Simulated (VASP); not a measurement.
# AlPt (Pm-3m) in VASP: notebook, part 2 of 2

VASP 6.6.1. Earlier steps stand in the parts before.

### 3 Single point, r2SCAN

This run uses another cell than the first one, of 15.07 Å³/atom, 1.020 times its volume.

Input file POSCAR:

```
AlPt
1.0
    3.1120204112      0.0000000000      0.0000000000
    0.0000000000      3.1120204112      0.0000000000
    0.0000000000      0.0000000000      3.1120204112
Al Pt
1 1
Direct
    0.0000000000      0.0000000000      0.0000000000
    0.5000000000      0.5000000000      0.5000000000
```

Input file INCAR.step1:

```
SYSTEM = AlPt
ALGO = Normal ; EDIFF = 1E-4
ENCUT = 520 ; GGA = PE
ISMEAR = 1 ; LASPH = .TRUE.
LCHARG = .FALSE. ; LREAL = .FALSE.
LWAVE = .TRUE. ; NBANDS = 14
NELM = 100 ; PREC = Accurate
SIGMA = 0.1
```

Input file INCAR.step2:

```
SYSTEM = AlPt
ALGO = Normal ; EDIFF = 1E-7
ENCUT = 520 ; ISIF = 2
ISMEAR = 1 ; ISTART = 1
LASPH = .TRUE. ; LCHARG = .FALSE.
LMIXTAU = .TRUE. ; LREAL = .FALSE.
LWAVE = .FALSE. ; METAGGA = R2SCAN
NBANDS = 14 ; NELM = 100
PREC = Accurate ; SIGMA = 0.1
```

Input file KPOINTS:

```
k-points
0
G
  9 9 9
  0 0 0
```

Potentials or basis: VASP PAW PBE potentials, release 64 (Al, Pt).

Command:

```console
cat potpaw_PBE.64/Al/POTCAR potpaw_PBE.64/Pt/POTCAR > POTCAR
cp INCAR.step1 INCAR
mpirun -np 1 vasp_std > vasp.out
cp INCAR.step2 INCAR
mpirun -np 1 vasp_std > vasp.out
```

OUTCAR:

```text
SYSTEM = AlPt
   EDIFF = 1E-7
   ENCUT = 520
   ISIF = 2
   ISMEAR = 1
   ISTART = 1
   LASPH = .TRUE.
   LREAL = .FALSE.
   METAGGA = R2SCAN
   NELM = 100
   PREC = Accurate

 ion  position               nearest neighbor table
   1  0.000  0.000  0.000-   2 2.70   2 2.70   2 2.70   2 2.70   2 2.70   2 2.70   2 2.70   2 2.70

   2  0.500  0.500  0.500-   1 2.70   1 2.70   1 2.70   1 2.70   1 2.70   1 2.70   1 2.70   1 2.70

  LATTYP: Found a simple cubic cell.
 ALAT       =     3.1120204112

  Lattice vectors:

 A1 = (   3.1120204112,   0.0000000000,   0.0000000000)
 A2 = (   0.0000000000,   3.1120204112,   0.0000000000)
 A3 = (   0.0000000000,   0.0000000000,   3.1120204112)

Analysis of symmetry for initial positions (statically):
=====================================================================
 Subroutine PRICEL returns:
 Original cell was already a primitive cell.

 Routine SETGRP: Setting up the symmetry group for a
 simple cubic supercell.

 Subroutine GETGRP returns: Found 48 space group operations
[... 9 lines left out ...]

 Routine SETGRP: Setting up the symmetry group for a
 simple cubic supercell.

 Subroutine GETGRP returns: Found 48 space group operations
[... 11 lines left out ...]
                                     Primitive cell

  volume of cell :      30.1389

  direct lattice vectors                    reciprocal lattice vectors
     3.112020411  0.000000000  0.000000000     0.321334653  0.000000000  0.000000000
     0.000000000  3.112020411  0.000000000     0.000000000  0.321334653  0.000000000
     0.000000000  0.000000000  3.112020411     0.000000000  0.000000000  0.321334653

  length of vectors
     3.112020411  3.112020411  3.112020411     0.321334653  0.321334653  0.321334653

  position of ions in fractional coordinates (direct lattice)
     0.000000000  0.000000000  0.000000000
     0.500000000  0.500000000  0.500000000

  ion indices of the primitive-cell ions
   primitive index   ion index
                 1           1
                 2           2

----------------------------------------------------------------------------------------

[... 94 lines left out ...]
   METAGGA = R2SCAN    functional components
   LHFCALC =     F    Hartree Fock is set to
   AEXX    =    0.0000 exact exchange contribution
   IVDW    =     0    specifies the selected vdW correction
   LEPSILON=     F    determine dielectric tensor
   LRPA    =     F    only Hartree local field effects (RPA)
 non-spin polarized calculation
 Methfessel and Paxton  Order N= 1 SIGMA  =   0.10
  energy-cutoff  :      520.00
  volume of cell :       30.14
 maximum number of plane-waves:       820
 NGX is ok and might be reduce to    24
   NGX = 11   NGY = 11   NGZ = 11

 number of electron      12.9999999 magnetization

 Free energy of the ion-electron system (eV)
  ---------------------------------------------------
  ext. energy  EPLUGINS =         0.00000000
  ---------------------------------------------------
  free energy    TOTEN  =       -60.19223525 eV

  energy without entropy =      -60.19226198  energy(sigma->0) =      -60.19224416

 E-fermi :  10.2728     XC(G=0): -13.0219

 val. band max:       10.2678363837   @ k =   0.3333   0.1111   0.1111
 cond. band min:      10.3596051513   @ k =   0.3333   0.3333   0.0000
 fundamental gap:      0.0917687676
 Fermi energy:        10.2727975474

 k-point     1 :       0.0000    0.0000    0.0000
  band No.  band energies     occupation
      1      -1.6081      2.00000
      2       4.6483      2.00000
      3       4.6483      2.00000
      4       7.6394      2.00000
      5       7.6394      2.00000
      6       7.6394      2.00000
      7      14.4772      0.00000
      8      14.4772      0.00000
      9      14.4772      0.00000
     10      19.6996      0.00000
     11      19.6996      0.00000
     12      20.6727      0.00000
     13      28.9983      0.00000
     14      28.9983      0.00000
[... 377 lines left out ...]
      1       2.6979      2.00000
      2       4.1475      2.00000
      3       5.6234      2.00000
      4       6.0579      2.00000
      5       6.9573      2.00000
      6       7.5846      2.00000
      7       9.6530      2.00000
      8      13.0618      0.00000
      9      15.0308      0.00000
     10      18.1708      0.00000
     11      21.0598      0.00000
     12      22.2003      0.00000
     13      24.6734      0.00000
     14      26.7500      0.00000

 [... further k-points ...]
[... 5 lines left out ...]
  --------------------------------------------------------------------------------------
  -------------------------------------------------------------------------------------
  Total       -1.5951007     -1.5951007     -1.5951007      0.0000000     -0.0000000     -0.0000000
  in kB      -84.7952237    -84.7952237    -84.7952237      0.0000000     -0.0000000     -0.0000000
  external PRESSURE =     -84.7952237 kB  Pullay stress =       0.0000000 kB

 VOLUME and BASIS-vectors are now :
 -----------------------------------------------------------------------------
  energy-cutoff  :      520.00
  volume of cell :       30.14
      direct lattice vectors                 reciprocal lattice vectors
     3.112020411  0.000000000  0.000000000     0.321334653  0.000000000  0.000000000
     0.000000000  3.112020411  0.000000000     0.000000000  0.321334653  0.000000000
     0.000000000  0.000000000  3.112020411     0.000000000  0.000000000  0.321334653

 POSITION                                       TOTAL-FORCE (eV/Angst)
 -----------------------------------------------------------------------------------
      0.00000      0.00000      0.00000         0.000000      0.000000      0.000000
      1.55601      1.55601      1.55601         0.000000      0.000000      0.000000
 -----------------------------------------------------------------------------------
    total drift:                                0.000000     -0.000000     -0.000000

  FREE ENERGIE OF THE ION-ELECTRON SYSTEM (eV)
  ---------------------------------------------------
  free  energy   TOTEN  =       -60.1922352504 eV

  energy  without entropy=      -60.1922619770  energy(sigma->0) =      -60.19224416
```

OUTCAR.step1:

```text
SYSTEM = AlPt
   EDIFF = 1E-4
   ENCUT = 520
   GGA = PE
   ISMEAR = 1
   LASPH = .TRUE.
   LREAL = .FALSE.
[... 630 lines left out ...]
      0.00000      0.00000      0.00000         0.000000      0.000000      0.000000
      1.55601      1.55601      1.55601         0.000000      0.000000      0.000000
 -----------------------------------------------------------------------------------
    total drift:                                0.000000     -0.000000     -0.000000

  FREE ENERGIE OF THE ION-ELECTRON SYSTEM (eV)
  ---------------------------------------------------
  free  energy   TOTEN  =       -11.6824662755 eV

  energy  without entropy=      -11.6821115714  energy(sigma->0) =      -11.68234804
```

OSZICAR.step1:

```text
N       E                     dE             d eps       ncg     rms          rms(c)
DAV:   1     0.426399915008E+02    0.42640E+02   -0.54638E+03  1020   0.764E+02
DAV:   2    -0.110473113872E+02   -0.53687E+02   -0.49079E+02  1196   0.162E+02
DAV:   3    -0.121737366387E+02   -0.11264E+01   -0.11204E+01  1244   0.215E+01
DAV:   4    -0.121800463870E+02   -0.63097E-02   -0.63094E-02  1172   0.201E+00
DAV:   5    -0.121801237386E+02   -0.77352E-04   -0.77351E-04  1226   0.221E-01    0.960E+00
DAV:   6    -0.117493216815E+02    0.43080E+00   -0.19256E+00  1046   0.993E+00    0.377E+00
DAV:   7    -0.117018961833E+02    0.47425E-01   -0.62920E-02  1052   0.183E+00    0.228E+00
DAV:   8    -0.116825173082E+02    0.19379E-01   -0.17299E-02  1190   0.949E-01    0.252E-01
DAV:   9    -0.116824662755E+02    0.51033E-04   -0.44179E-04  1172   0.142E-01
   1 F= -.11682466E+02 E0= -.11682348E+02  d E =-.354704E-03
```

It took 47 s on 1 thread of Intel Xeon Platinum 8175M at 2.50GHz (Skylake/Cascade Lake), shared host; peak memory 0.15 GiB.

What came out:

```
Free energy : -60.1922 eV
Pressure    : -8.5 GPa
```

Levels at points of the mesh, in eV from the Fermi level:
| k point | band 2 | band 3 | band 4 | band 5 | band 6 | band 7 | band 8 | band 9 | band 10 | band 11 |
| --- | --- | --- | --- | --- | --- | --- | --- | --- | --- | --- |
| (0.00, 0.00, 0.00) | -5.62 | -5.62 | -2.63 | -2.63 | -2.63 | 4.20 | 4.20 | 4.20 | 9.43 | 9.43 |

Caveat: the PAW data sets were made with another functional, which shifts forces and pressure a little; spin-orbit coupling is left out, which moves the levels of the heavy elements.
